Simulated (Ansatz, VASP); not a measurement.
TePb: VASP beside Ansatz

The input POSCAR:

```
TePb
1.0
    0.0000000000      3.2270000000      3.2270000000
    3.2270000000      0.0000000000      3.2270000000
    3.2270000000      3.2270000000      0.0000000000
Te Pb
1 1
Direct
    0.4863048733      0.5000000000      0.5000000000
    0.0000000000      0.0000000000      0.0000000000
```

The input INCAR.step1:

```
PREC = Accurate
ENCUT = 520
ISMEAR = 0
SIGMA = 0.05
LREAL = False
LASPH = True
NELM = 100
NBANDS = 17
GGA = PE
ALGO = Normal
EDIFF = 1E-4
LWAVE = True
LCHARG = False
```

The input INCAR.step2:

```
PREC = Accurate
ENCUT = 520
EDIFF = 1E-6
ISMEAR = 0
SIGMA = 0.05
LREAL = False
LASPH = True
NELM = 100
ALGO = Normal
ISIF = 2
LWAVE = False
LCHARG = True
METAGGA = R2SCAN
LMIXTAU = True
LELF = True
LVHAR = True
NBANDS = 17
ISTART = 1
```

KPOINTS

```
regular mesh
0
Gamma
  8 8 8
```

Input for Ansatz:

```yaml
crystal:
  lattice:
    - [0.0, 3.227, 3.227]
    - [3.227, 0.0, 3.227]
    - [3.227, 3.227, 0.0]
  atoms:
    - { symbol: Te, position: [0.4863048733, 0.5, 0.5] }
    - { symbol: Pb, position: [0.0, 0.0, 0.0] }
basis:
  ecutwfc: 500
kpoints:
  mp_grid: { grid: [8, 8, 8] }
hamiltonian:
  xc: r2scan
scf:
  occupations: { method: gaussian, width: 0.05 }
output:
  forces: true
  stress: true
  eigenvalues: true
```

Change from the starting cell: all Te atoms moved +0.062 Å, as atom 1 towards its neighbour atom 1 (Te) at 4.564 Å.

Alike in both runs: task single point; functional r2SCAN; k mesh 8 × 8 × 8; occupations gaussian, width 0.05 eV; no spin polarisation.

```csv
,VASP,Ansatz
version,VASP 6.6.1,Ansatz 0.2.0
potentials or method,"VASP PAW PBE potentials, release 64 (Te, Pb_d), cutoff 520 eV","scalar-relativistic, plane waves, PAW"
valence electrons in the cell,20,30
```

Ansatz gave:

```
gap on the k mesh at the Fermi level (eV) : 1.02
least direct gap on the mesh (eV)         : 1.02
pressure (GPa)                            : 1.8
rms of the force components (eV/Å)        : 0.018
```

Estimate VASP's values.

gap on the k mesh at the Fermi level (eV): 1.02; least direct gap on the mesh (eV): 1.02; pressure (GPa): 1.8; rms of the force components (eV/Å): 0.019.

VASP's potentials were made for PBE, not for r2SCAN. Atom by atom the forces differ by 0.001 eV/Å (rms over components). VASP's potentials hold 20 valence electrons a cell and Ansatz's 30, so a difference there can come from the potentials and not from the codes.

Spin-orbit coupling is off throughout.
